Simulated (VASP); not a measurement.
# Hf (P-1) in VASP: notebook, part 2 of 2

VASP 6.6.1. The steps go on from the part before.

**4. Relaxation of cell and atoms, PBE+D3(BJ)**

File INCAR:

```
SYSTEM = Hf
PREC     = Accurate       ! precision mode
ENCUT    = 600            ! plane-wave cutoff, eV
EDIFF    = 1E-7           ! SCF threshold, eV
ISMEAR   = -1             ! smearing method
SIGMA    = 0.05           ! smearing width, eV
LREAL    = .False.        ! projectors in reciprocal space
LASPH    = .True.         ! aspherical terms in the spheres
NELM     = 80             ! most SCF steps
ALGO     = Fast           ! electronic algorithm
ISIF     = 3              ! what is computed and relaxed
LWAVE    = .False.        ! write WAVECAR
LCHARG   = .False.        ! write CHGCAR
GGA      = PE             ! functional
IVDW     = 12             ! dispersion correction
IBRION   = 2              ! ionic algorithm
NSW      = 60             ! ionic steps
EDIFFG   = -0.01          ! ionic threshold
```

File KPOINTS:

```
regular mesh
0
Gamma
  11 11 10
  0 0 0
```

File POSCAR:

```
Hf
1.0
    0.1192699600      2.3430520200      1.9928205800
    2.3210866400      0.1247983600      1.9872921700
    2.4497549800      2.4661919600     -0.0038699800
Hf
1
Direct
    0.0000000000      0.0000000000      0.0000000000
```

Potentials or basis: VASP PAW PBE potentials, release 64 (Hf_pv).

The run is started by

```sh
> cat potpaw_PBE.64/Hf_pv/POTCAR > POTCAR
> mpirun -np 1 vasp_std > vasp.out
```

OUTCAR:

```text
SYSTEM = Hf
   PREC = Accurate
   ENCUT = 600
   EDIFF = 1E-7
   ISMEAR = -1
   LREAL = .False.
   LASPH = .True.
   NELM = 80
   ISIF = 3
   GGA = PE
   IVDW = 12
   IBRION = 2
   NSW = 60
   EDIFFG = -0.01
 IVDW          = 12

 ion  position               nearest neighbor table
   1  0.000  0.000  0.000-

  LATTYP: Found a triclinic cell.
 ALAT       =     8.0853201912
 B/A-ratio  =     1.0599326946
 C/A-ratio  =     0.4299299125
 COS(alpha) =     0.0002686543
 COS(beta)  =     0.6444261274
 COS(gamma) =     0.7595425251

  Lattice vectors:

 A1 = (  -2.5596265600,  -4.8109024000,  -5.9729333300)
 A2 = (   2.2206134400,  -2.2215705000,  -7.9734938700)
 A3 = (  -2.4497549800,  -2.4661919600,   0.0038699800)

Analysis of symmetry for initial positions (statically):
=====================================================================
 Subroutine PRICEL returns:
 Original cell was already a primitive cell.

 Routine SETGRP: Setting up the symmetry group for a
 triclinic supercell.

 Subroutine GETGRP returns: Found  2 space group operations
 (whereof  2 operations were pure point group operations)
 out of a pool of  2 trial point group operations.

The static configuration has the point symmetry S_2 .

[... 162 lines left out ...]
------------------------ aborting loop because EDIFF is reached ----------------------------------------

 Edisp (eV)   -0.46593

 E8    (eV) :    -0.2500
[... 102 lines left out ...]
  FREE ENERGIE OF THE ION-ELECTRON SYSTEM (eV)
  ---------------------------------------------------
  free  energy   TOTEN  =       -10.2808330293 eV

  energy  without entropy=      -10.2683112170  energy(sigma->0) =      -10.27457212

[... ionic steps 4 to 18 ...]

--------------------------------------- Ionic step       19  -------------------------------------------

 number of electron       9.9999999 magnetization

------------------------ aborting loop because EDIFF is reached ----------------------------------------
[... 73 lines left out ...]
--------------------------------------- Ionic step       21  -------------------------------------------

 number of electron       9.9999999 magnetization

 Free energy of the ion-electron system (eV)
  ---------------------------------------------------
  ext. energy  EPLUGINS =         0.00000000
  ---------------------------------------------------
  free energy    TOTEN  =        -9.85264161 eV

  energy without entropy =       -9.84173822  energy(sigma->0) =       -9.84718991

 E-fermi :   4.9636     XC(G=0): -11.4224

 val. band max:        4.9600243675   @ k =  -0.2727  -0.2727   0.4000
 cond. band min:       4.9730882739   @ k =   0.4545   0.0909   0.1000
 fundamental gap:      0.0130639064
 Fermi energy:         4.9635704917

 k-point     1 :       0.0000    0.0000    0.0000
  band No.  band energies     occupation
      1     -24.9491      2.00000
      2     -24.9437      2.00000
      3     -24.9422      2.00000
      4      -2.3606      2.00000
      5       6.3241      0.00000
      6       6.3853      0.00000
      7       6.4069      0.00000
      8       9.2390      0.00000
      9       9.3055      0.00000
[... 265 lines left out ...]
 k-point    24 :      -0.4545    0.1818   -0.0000
  band No.  band energies     occupation
      1     -25.7565      2.00000
      2     -25.2431      2.00000
      3     -25.1215      2.00000
      4       2.2230      2.00000
      5       4.3404      1.99999
      6       5.6527      0.00000
      7       7.0125      0.00000
      8      11.2962      0.00000
      9      12.1991      0.00000

 [... further k-points ...]

------------------------ aborting loop because EDIFF is reached ----------------------------------------

 Edisp (eV)   -0.46456

 E8    (eV) :    -0.2493
[... 24 lines left out ...]
  FREE ENERGIE OF THE ION-ELECTRON SYSTEM (eV)
  ---------------------------------------------------
  free  energy   TOTEN  =       -10.3172053069 eV

  energy  without entropy=      -10.3063019202  energy(sigma->0) =      -10.31175361

 reached required accuracy - stopping structural energy minimisation
```

It took 38 min on 1 thread of Intel Xeon Platinum 8259CL at 2.50GHz (Skylake/Cascade Lake), shared host; peak memory 0.34 GiB.

What came out:

- Free energy: -10.3172 eV
- Relaxed volume: 21.71 Å³/atom
- Relaxed cell: a = 3.132 Å, b = 3.131 Å, c = 3.141 Å, α = 59.80°, β = 59.80°, γ = 59.96°
- Space group after relaxing (to 0.1 Å): Fm-3m (No. 225)
- Energy gained by relaxing: 59.7 meV/atom
- Ionic steps: 21
- Pressure after relaxing: 0.0 GPa
- Band gap on the k mesh: zero (bands 5 and 6 overlap by 1.83 eV)
- Dispersion energy per atom: -0.465 eV

Step by step:
```csv
step,energy change (eV),largest force (eV/Å),pressure (GPa),volume (Å³)
1,0.0000,0.0000,-0.15,21.64
2,-0.0076,0.0000,0.26,21.57
3,-0.0234,0.0000,1.92,21.32
4,-0.0261,0.0000,1.71,21.36
5,-0.0317,0.0000,1.16,21.48
6,-0.0275,0.0000,0.28,21.70
7,-0.0327,0.0000,0.86,21.56
8,-0.0362,0.0000,0.55,21.62
9,-0.0444,0.0000,-0.38,21.80
10,-0.0500,0.0000,-2.08,22.15
11,-0.0544,0.0000,-1.18,21.96
12,-0.0567,0.0000,-0.08,21.72
13,-0.0567,0.0000,0.06,21.69
14,-0.0586,0.0000,0.13,21.67
15,-0.0597,0.0000,0.29,21.65
16,-0.0597,0.0000,0.28,21.65
17,-0.0597,0.0000,-0.03,21.71
18,-0.0597,0.0000,-0.06,21.72
19,-0.0597,0.0000,-0.06,21.72
20,-0.0597,0.0000,-0.05,21.71
21,-0.0597,0.0000,-0.02,21.71
```

Final structure:
```
Hf
1.0
     0.00488    2.21763    2.21156
     2.21681    0.00357    2.21149
     2.22146    2.22036    0.00632
Hf
1
Direct
  0.00000 0.00000 0.00000
```

Caveat: spin-orbit coupling is left out, which moves the levels of the heavy elements.

**5. Summary**

```csv
task,level,cell,cutoff (eV),gap on the mesh (eV),pressure (GPa),relaxed volume (Å³/atom)
single point,PBE+D3(BJ),as given,520,none,-0.1,-
relaxation of cell and atoms,PBE,relaxed,600,none,0.0,22.44
relaxation of cell and atoms,PBE+D3(BJ),relaxed,600,none,0.0,21.71
```

Alike in all rows: potentials or basis VASP PAW PBE potentials, release 64 (Hf_pv); no spin polarisation; k mesh 11 × 11 × 10; smearing fermi-dirac 0.05 eV.

Caveats: spin-orbit coupling is left out, which moves the levels of the heavy elements; three body term missing (at least some runs).

Total energies depend on the potentials used, so only differences within one code and one set of settings carry meaning.
